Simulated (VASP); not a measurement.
# Cs in VASP: further runs

The runs below take Cs through single point, with PBEsol.

Everything below comes from runs of VASP 6.6.1. Logs are shortened: lines on timing, memory, paths and dates and some standing lists are left out, and cuts for length are marked.

**1. The cell of the first run**

The cell holds a wire or tube with vacuum around it, 4 atoms: a = 13.900 Å, b = 9.300 Å, c = 9.725 Å, α = 90.00°, β = 90.00°, γ = 90.00°.

**2. Single point, PBEsol, collinear spin**

The input, INCAR:

```
SYSTEM = Cs
PREC = Accurate
ENCUT = 520
EDIFF = 1E-6
ISMEAR = 0
SIGMA = 0.05
LREAL = .False.
LASPH = .True.
NELM = 150
ALGO = Normal
ISIF = 2
LWAVE = .False.
LCHARG = .False.
ISPIN = 2
MAGMOM = 0.5 0.5 0.5 0.5
LORBIT = 11
GGA = PS
NBANDS = 30
```

The input, KPOINTS:

```
regular mesh
0
Gamma
  1 1 7
  0 0 0
```

The input, POSCAR:

```
Cs
1.0
   13.9000000000      0.0000000000      0.0000000000
    0.0000000000      9.3000000000      0.0000000000
    0.0000000000      0.0000000000      9.7249775242
Cs
4
Direct
    0.3124251010      0.5000000000      0.0000000000
    0.3124251010      0.5000000000      0.5000000000
    0.6875748990      0.5000000000      0.0000000000
    0.6875748990      0.5000000000      0.5000000000
```

Potentials or basis: VASP PAW PBE potentials, release 64 (Cs_sv).

On the command line:

```console
> cat potpaw_PBE.64/Cs_sv/POTCAR > POTCAR
> mpirun -np 1 vasp_std > vasp.out
```

OUTCAR:

```text
SYSTEM = Cs
   PREC = Accurate
   ENCUT = 520
   EDIFF = 1E-6
   ISMEAR = 0
   LREAL = .False.
   LASPH = .True.
   NELM = 150
   ISIF = 2
   ISPIN = 2
   LORBIT = 11
   GGA = PS

 ion  position               nearest neighbor table
   1  0.312  0.500  0.000-
   2  0.312  0.500  0.500-
   3  0.688  0.500  0.000-
   4  0.688  0.500  0.500-

  LATTYP: Found a simple orthorhombic cell.
 ALAT       =     9.3000000000
 B/A-ratio  =     1.0456965080
 C/A-ratio  =     1.4946236559

  Lattice vectors:

 A1 = (   0.0000000000,   9.3000000000,   0.0000000000)
 A2 = (   0.0000000000,   0.0000000000,   9.7249775242)
 A3 = (  13.9000000000,   0.0000000000,   0.0000000000)

Analysis of symmetry for initial positions (statically):
=====================================================================
 Subroutine PRICEL returns following result:

  LATTYP: Found a simple orthorhombic cell.
 ALAT       =     4.8624887621
 B/A-ratio  =     1.9126008213
 C/A-ratio  =     2.8586184318

  Lattice vectors:

 A1 = (   0.0000000000,   0.0000000000,  -4.8624887621)
 A2 = (   0.0000000000,   9.3000000000,   0.0000000000)
 A3 = (  13.9000000000,   0.0000000000,   0.0000000000)

   2 primitive cells build up your supercell.

 Routine SETGRP: Setting up the symmetry group for a
 simple orthorhombic supercell.

 Subroutine GETGRP returns: Found  8 space group operations
 (whereof  8 operations were pure point group operations)
 out of a pool of  8 trial point group operations.

The static configuration has the point symmetry D_2h.

Analysis of symmetry for dynamics (positions and initial velocities):
=====================================================================
 Subroutine PRICEL returns following result:

  LATTYP: Found a simple orthorhombic cell.
 ALAT       =     4.8624887621
 B/A-ratio  =     1.9126008213
 C/A-ratio  =     2.8586184318

  Lattice vectors:

 A1 = (   0.0000000000,   0.0000000000,  -4.8624887621)
 A2 = (   0.0000000000,   9.3000000000,   0.0000000000)
 A3 = (  13.9000000000,   0.0000000000,   0.0000000000)

   2 primitive cells build up your supercell.

 Routine SETGRP: Setting up the symmetry group for a
 simple orthorhombic supercell.

 Subroutine GETGRP returns: Found  8 space group operations
 (whereof  8 operations were pure point group operations)
 out of a pool of  8 trial point group operations.

The dynamic configuration has the point symmetry D_2h.

Analysis of structural, dynamic, and magnetic symmetry:
=====================================================================
 Subroutine PRICEL returns following result:

  LATTYP: Found a simple orthorhombic cell.
 ALAT       =     4.8624887621
 B/A-ratio  =     1.9126008213
 C/A-ratio  =     2.8586184318

  Lattice vectors:

 A1 = (   0.0000000000,   0.0000000000,  -4.8624887621)
 A2 = (   0.0000000000,   9.3000000000,   0.0000000000)
 A3 = (  13.9000000000,   0.0000000000,   0.0000000000)

   2 primitive cells build up your supercell.

 Routine SETGRP: Setting up the symmetry group for a
 simple orthorhombic supercell.

 Subroutine GETGRP returns: Found  8 space group operations
 (whereof  8 operations were pure point group operations)
 out of a pool of  8 trial point group operations.

The overall configuration has the point symmetry D_2h.

 Subroutine INISYM returns: Found  8 space group operations
 (whereof  8 operations are pure point group operations),
 and found     2 'primitive' translations

----------------------------------------------------------------------------------------

                                     Primitive cell

  volume of cell :     628.5739

  direct lattice vectors                    reciprocal lattice vectors
     0.000000000  0.000000000 -4.862488762     0.000000000  0.000000000 -0.205656002
     0.000000000  9.300000000  0.000000000     0.000000000  0.107526882  0.000000000
    13.900000000  0.000000000  0.000000000     0.071942446  0.000000000  0.000000000

  length of vectors
     4.862488762  9.300000000 13.900000000     0.205656002  0.107526882  0.071942446

  position of ions in fractional coordinates (direct lattice)
     0.000000000  0.500000000  0.312425101
     0.000000000  0.500000000  0.687574899

  ion indices of the primitive-cell ions
   primitive index   ion index
                 1           1
                 2           3

----------------------------------------------------------------------------------------

 KPOINTS: regular mesh

Automatic generation of k-mesh.
 Grid dimensions read from file:
 generate k-points for:    1    1    7

 Generating k-lattice:

  Cartesian coordinates                     Fractional coordinates (reciprocal lattice)
     0.071942446  0.000000000  0.000000000     1.000000000  0.000000000  0.000000000
     0.000000000  0.107526882  0.000000000     0.000000000  1.000000000  0.000000000
     0.000000000  0.000000000  0.014689714     0.000000000  0.000000000  0.142857143

  Length of vectors
     0.071942446  0.107526882  0.014689714

  Shift w.r.t. Gamma in fractional coordinates (k-lattice)
     0.000000000  0.000000000  0.000000000

 Subroutine IBZKPT returns following result:
 ===========================================

 Found      4 irreducible k-points:

 Following reciprocal coordinates:
            Coordinates               Weight
  0.000000  0.000000  0.000000      1.000000
  0.000000  0.000000  0.142857      2.000000
  0.000000  0.000000  0.285714      2.000000
  0.000000  0.000000  0.428571      2.000000
   k-points           NKPTS =      4   k-points in BZ     NKDIM =      4   number of bands    NBANDS=     30
   number of dos      NEDOS =    301   number of ions     NIONS =      4
   total plane-waves  NPLWV = 544320
   dimension x,y,z NGX =   108 NGY =   70 NGZ =   72
   dimension x,y,z NGXF=   216 NGYF=  140 NGZF=  144
   ions per type =               4
   NGX,Y,Z   is equivalent  to a cutoff of  12.92, 12.51, 12.31 a.u.
   NGXF,Y,Z  is equivalent  to a cutoff of  25.83, 25.03, 24.62 a.u.
 SYSTEM =  Cs
   PREC   = accura    normal or accurate (medium, high low for compatibility)
   ISTART =      0    job   : 0-new  1-cont  2-samecut
   ICHARG =      2    charge: 1-file 2-atom 10-const
   ISPIN  =      2    spin polarized calculation?
   LNONCOLLINEAR =      F non collinear calculations
   LSORBIT =      F    spin-orbit coupling
   LASPH  =      T    aspherical Exc in radial PAW
   ENCUT  =  520.0 eV  38.22 Ry    6.18 a.u.  25.84 17.29 18.08*2*pi/ulx,y,z
   NELM   =    150;   NELMIN=  2; NELMDL= -5     # of ELM steps
   EDIFF  = 0.1E-05   stopping-criterion for ELM
   LREAL  =      F    real-space projection
   EDIFFG = 0.1E-04   stopping-criterion for IOM
   NSW    =      0    number of steps for IOM
   IBRION =     -1    ionic relax: 0-MD 1-quasi-New 2-CG
   NFREE  =      0    steps in history (QN), initial steepest desc. (CG)
   ISIF   =      2    stress and relaxation
   ISYM   =      2    0-nonsym 1-usesym 2-fastsym
   POTIM  = 0.5000    time-step for ionic-motion
   TEBEG  =    0.0;   TEEND  =   0.0 temperature during run
   PSTRESS=    0.0 pullay stress
   NELECT =      36.0000    total number of electrons
   NUPDOWN=      -1.0000    fix difference up-down
   EMIN   =  10.00;   EMAX   =-10.00  energy-range for DOS
   EFERMI =   0.00;   METHOD = LEGACY
   ISMEAR =     0;   SIGMA  =   0.05  broadening in eV -4-tet -1-fermi 0-gaus
   EFERMI_NEDOS =   21; number of points for ismear=-14 and -15
   IALGO  =     38    algorithm
   IMIX   =      4    mixing-type and parameters
     AMIX     =   0.40;   BMIX     =  1.00
     AMIX_MAG =   1.60;   BMIX_MAG =  1.00
  volume/ion in A,a.u.               =     314.29      2120.91
  Fermi-wavevector in a.u.,A,eV,Ry     =   0.500857  0.946482  3.413124  0.250858
  Thomas-Fermi vector in A             =   1.509074
   LORBIT       =     11    0 simple, 1 ext, 2 COOP (PROOUT), +10 PAW based schemes
   GGA     = PS    functional components
   LHFCALC =     F    Hartree Fock is set to
   AEXX    =    0.0000 exact exchange contribution
   IVDW    =     0    specifies the selected vdW correction
   LEPSILON=     F    determine dielectric tensor
   LRPA    =     F    only Hartree local field effects (RPA)
 spin polarized calculation
 Gauss-broadening in eV      SIGMA  =   0.05
  energy-cutoff  :      520.00
  volume of cell :     1257.15
 maximum number of plane-waves:     33886
 NGX is ok and might be reduce to   108
   NGX = 51   NGY = 35   NGZ = 37

 number of electron      36.0000004 magnetization       0.0179532

 number of electron      36.0000004 magnetization      -0.0008990

 Free energy of the ion-electron system (eV)
  ---------------------------------------------------
  ext. energy  EPLUGINS =         0.00000000
  ---------------------------------------------------
  free energy    TOTEN  =        -2.51621234 eV

  energy without entropy =       -2.51103298  energy(sigma->0) =       -2.51362266

 E-fermi :  -1.1138     XC(G=0):  -3.0763

 val. band max:       -1.1670674066   @ k =   0.0000   0.0000   0.2857
 cond. band min:      -1.0607117663   @ k =   0.0000   0.0000   0.2857
 fundamental gap:      0.1063556403
 Fermi energy:        -1.1137987195

 spin component 1

 k-point     1 :       0.0000    0.0000    0.0000
  band No.  band energies     occupation
      1     -25.4175      1.00000
      2     -25.4157      1.00000
      3     -25.4079      1.00000
      4     -25.4061      1.00000
      5     -12.2691      1.00000
      6     -12.2622      1.00000
[... 22 lines left out ...]
     29       0.3697      0.00000
     30       0.4479      0.00000

 k-point     2 :       0.0000    0.0000    0.1429
  band No.  band energies     occupation
      1     -25.4171      1.00000
      2     -25.4152      1.00000
      3     -25.4084      1.00000
      4     -25.4066      1.00000
      5     -12.2591      1.00000
      6     -12.2523      1.00000
[... 22 lines left out ...]
     29       0.3952      0.00000
     30       0.4636      0.00000

 k-point     3 :       0.0000    0.0000    0.2857
  band No.  band energies     occupation
      1     -25.4157      1.00000
      2     -25.4139      1.00000
      3     -25.4098      1.00000
      4     -25.4079      1.00000
      5     -12.2364      1.00000
      6     -12.2309      1.00000
[... 22 lines left out ...]
     29       0.4948      0.00000
     30       0.5112      0.00000

 k-point     4 :       0.0000    0.0000    0.4286
  band No.  band energies     occupation
      1     -25.4138      1.00000
      2     -25.4120      1.00000
      3     -25.4117      1.00000
      4     -25.4098      1.00000
      5     -12.2315      1.00000
      6     -12.2260      1.00000
[... 22 lines left out ...]
     29       0.5932      0.00000
     30       0.6197      0.00000
 Fermi energy:        -1.1137987195

 spin component 2

 k-point     1 :       0.0000    0.0000    0.0000
  band No.  band energies     occupation
      1     -25.4175      1.00000
      2     -25.4157      1.00000
      3     -25.4080      1.00000
      4     -25.4061      1.00000
      5     -12.2692      1.00000
      6     -12.2623      1.00000
[... 22 lines left out ...]
     29       0.3696      0.00000
     30       0.4481      0.00000

 k-point     2 :       0.0000    0.0000    0.1429
  band No.  band energies     occupation
      1     -25.4171      1.00000
      2     -25.4152      1.00000
      3     -25.4084      1.00000
      4     -25.4066      1.00000
      5     -12.2592      1.00000
      6     -12.2524      1.00000
[... 22 lines left out ...]
     29       0.3952      0.00000
     30       0.4638      0.00000

 k-point     3 :       0.0000    0.0000    0.2857
  band No.  band energies     occupation
      1     -25.4157      1.00000
      2     -25.4139      1.00000
      3     -25.4098      1.00000
      4     -25.4079      1.00000
      5     -12.2364      1.00000
      6     -12.2309      1.00000
[... 22 lines left out ...]
     29       0.4949      0.00000
     30       0.5114      0.00000

 k-point     4 :       0.0000    0.0000    0.4286
  band No.  band energies     occupation
      1     -25.4138      1.00000
      2     -25.4120      1.00000
      3     -25.4117      1.00000
      4     -25.4098      1.00000
      5     -12.2315      1.00000
      6     -12.2261      1.00000
[... 22 lines left out ...]
     29       0.5933      0.00000
     30       0.6196      0.00000

------------------------ aborting loop because EDIFF is reached ----------------------------------------

  FORCE on cell =-STRESS in cart. coord.  units (eV):
  Direction    XX          YY          ZZ          XY          YZ          ZX
  --------------------------------------------------------------------------------------
  -------------------------------------------------------------------------------------
  Total        0.1289206     -1.6140328      0.0007798      0.0000000      0.0000000      0.0000000
  in kB        0.1643034     -2.0570109      0.0009939      0.0000000      0.0000000      0.0000000
  external PRESSURE =      -0.6305712 kB  Pullay stress =       0.0000000 kB

 VOLUME and BASIS-vectors are now :
 -----------------------------------------------------------------------------
  energy-cutoff  :      520.00
  volume of cell :     1257.15
      direct lattice vectors                 reciprocal lattice vectors
    13.900000000  0.000000000  0.000000000     0.071942446  0.000000000  0.000000000
     0.000000000  9.300000000  0.000000000     0.000000000  0.107526882  0.000000000
     0.000000000  0.000000000  9.724977524     0.000000000  0.000000000  0.102828001

 POSITION                                       TOTAL-FORCE (eV/Angst)
 -----------------------------------------------------------------------------------
      4.34271      4.65000      0.00000        -0.002022      0.000000      0.000000
      4.34271      4.65000      4.86249        -0.002022     -0.000000     -0.000000
      9.55729      4.65000      0.00000         0.002022     -0.000000     -0.000000
      9.55729      4.65000      4.86249         0.002022      0.000000      0.000000
 -----------------------------------------------------------------------------------
    total drift:                                0.000000     -0.000000      0.000000

  FREE ENERGIE OF THE ION-ELECTRON SYSTEM (eV)
  ---------------------------------------------------
  free  energy   TOTEN  =        -2.5162123417 eV

  energy  without entropy=       -2.5110329819  energy(sigma->0) =       -2.51362266

 total charge

# of ion       s       p       d       tot
------------------------------------------
    1        1.870   4.666   0.006   6.543
    2        1.870   4.666   0.006   6.543
    3        1.870   4.666   0.006   6.543
    4        1.870   4.666   0.006   6.543
--------------------------------------------------
tot          7.481  18.665   0.025  26.171

 magnetization (x)

# of ion       s       p       d       tot
------------------------------------------
    1       -0.000  -0.000  -0.000  -0.000
    2       -0.000  -0.000  -0.000  -0.000
    3       -0.000  -0.000  -0.000  -0.000
    4       -0.000  -0.000  -0.000  -0.000
--------------------------------------------------
tot         -0.000  -0.000  -0.000  -0.000
```

It took 6.2 min on 1 thread of Intel Xeon 6975P-C (Granite Rapids), shared host; peak memory 1.4 GiB.

Results:

| Quantity | Value |
| --- | --- |
| Free energy | -2.5162 eV |
| Net moment | 0.00 μB per cell |
| Valence electrons inside the program's atomic spheres | Cs 6.54 |

Forces on the atoms (eV/Å):
```
Cs  -0.002  0.000  0.000
Cs  -0.002  0.000  0.000
Cs   0.002  0.000  0.000
Cs   0.002  0.000  0.000
```

Caveat: the PAW data sets were made with another functional, which shifts forces and pressure a little; spin-orbit coupling is left out, which moves the levels of the heavy elements.

(Part 1 of 2 ends here.)
